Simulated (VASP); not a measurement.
A run of VASP 6.6.1 is set up as follows.

The input POSCAR:

```
PbSe
1.0
    0.0000000000      3.0192847941      3.0192847941
    3.0192847941      0.0000000000      3.0192847941
    3.0192847941      3.0192847941      0.0000000000
Pb Se
1 1
Direct
    0.0000000000      0.0000000000      0.0000000000
    0.5000000000      0.5000000000      0.5000000000
```

File INCAR.step1:

```
PREC = Accurate ; ENCUT = 520
EDIFF = 1E-5 ; ISMEAR = -1
SIGMA = 0.05 ; LREAL = F
LASPH = T ; NELM = 80
ALGO = Normal ; ISIF = 2
LWAVE = T ; LCHARG = F
GGA = PE ; NBANDS = 17
```

Contents of INCAR.step2:

```
PREC = Accurate ; ENCUT = 520
EDIFF = 1E-6 ; ISMEAR = -1
SIGMA = 0.05 ; LREAL = F
LASPH = T ; NELM = 80
ALGO = Normal ; ISIF = 2
LWAVE = F ; LCHARG = F
GGA = B5 ; LHFCALC = T
AEXX = 0.2 ; AGGAX = 0.72
AGGAC = 0.81 ; ALDAC = 0.19
PRECFOCK = Normal ; ISTART = 1
NBANDS = 17
```

Contents of KPOINTS:

```
regular mesh
0
Gamma
  4 4 4
```

Potentials or basis: VASP PAW PBE potentials, release 64 (Pb_d, Se).

The run is started by

```console
$ cat potpaw_PBE.64/Pb_d/POTCAR potpaw_PBE.64/Se/POTCAR > POTCAR
$ cp INCAR.step1 INCAR
$ mpirun -np 1 vasp_std > vasp.out
$ cp INCAR.step2 INCAR
$ mpirun -np 1 vasp_std > vasp.out
```

(1) Estimate the pressure.

(2) What does it give for the band gap on the k mesh?

Results:

(1) 7.4 GPa.

(2) 1.11 eV.

Caveat: the k points lie up to 0.45 Å⁻¹ apart; the PAW data sets were made with another functional, which shifts forces and pressure a little; spin-orbit coupling is left out, which moves the levels of the heavy elements.
